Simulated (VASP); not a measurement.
## Cd3I: single point with PBE

Crystal: Cd3I.

```
Cd I
1.0
     4.93588    0.00000    0.00000
     0.00000    4.93588    0.00000
     0.00000    0.00000    4.93588
Cd I
3 1
Direct
  0.00000 0.50000 0.50000
  0.50000 0.00000 0.50000
  0.50000 0.50000 0.00000
  0.00000 0.00000 0.00000
```

```yaml
Program: VASP 6.6.1
Task: single point
Functional: PBE
Potentials_or_basis: VASP PAW PBE potentials, release 64 (Cd, I)
Cutoff: 520 eV
k_mesh: 10 × 10 × 10
Occupations: gaussian, width 0.1 eV
Spin: no spin polarisation
Dipole_correction: no
Further_INCAR_settings: ALGO = Normal; EDIFF = 1e-06; NBANDS = 30
```

The pressure is 0.1 GPa. The band gap on the k mesh is zero (an odd number of electrons rules out a gap without spin polarisation).

Levels at points of the mesh, in eV from the Fermi level:
| k point | band 19 | band 20 | band 21 | band 22 | band 23 | band 24 |
| --- | --- | --- | --- | --- | --- | --- |
| (0.00, 0.00, 0.00) | -3.39 | -3.39 | 0.12 | 0.12 | 2.51 | 2.51 |
| (0.50, 0.00, 0.00) | -2.86 | -2.70 | -0.70 | 0.87 | 1.63 | 1.63 |
| (0.50, 0.50, 0.00) | -3.36 | -2.50 | 0.26 | 0.26 | 0.68 | 3.14 |
| (0.50, 0.50, 0.50) | -4.13 | -1.85 | -1.85 | -1.85 | -1.09 | 4.00 |

It took 56 s on 1 thread of Intel(R) Xeon(R) 6975P-C (Granite Rapids), on a shared host, peak memory 0.34 GiB.

Caveat: spin-orbit coupling is left out, which moves the levels of the heavy elements; an odd number of electrons without spin polarisation forces a metal; a magnetic or distorted state may lie lower.
